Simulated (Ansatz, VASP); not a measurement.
## Hf in VASP and in Ansatz

```xyz
1
Lattice="0.0000 2.2367 2.2367 2.2367 0.0000 2.2367 2.2367 2.2367 0.0000" Properties=species:S:1:pos:R:3 pbc="T T T"
Hf    0.0000    0.0000    0.0000
```

Alike in both runs: task relaxation of cell and atoms; functional RPBE; k mesh 12 × 12 × 12; occupations fermi-dirac, width 0.1 eV; no spin polarisation.

|  | VASP | Ansatz |
| --- | --- | --- |
| version | VASP 6.6.1 | Ansatz 0.2.0 |
| potentials or method | VASP PAW PBE potentials, release 64 (Hf_pv), cutoff 600 eV | plane waves (420 eV) with PAW, scalar-relativistic |
| valence electrons in the cell | 10 | 26 |

Ansatz gave:

| Property | Result |
| --- | --- |
| relaxed volume (Å³/atom) | 23.25 |
| relaxed cell length with the largest relative difference (Å) | 3.204 |

What did VASP give for the same quantities?

Relaxed volume (Å³/atom): 23.12; relaxed cell length with the largest relative difference (Å): 3.198.

VASP's potentials were made for PBE, not for RPBE. VASP's potentials hold 10 valence electrons a cell and Ansatz's 26, so a difference there can come from the potentials and not from the codes.

Neither program's run includes spin-orbit coupling.
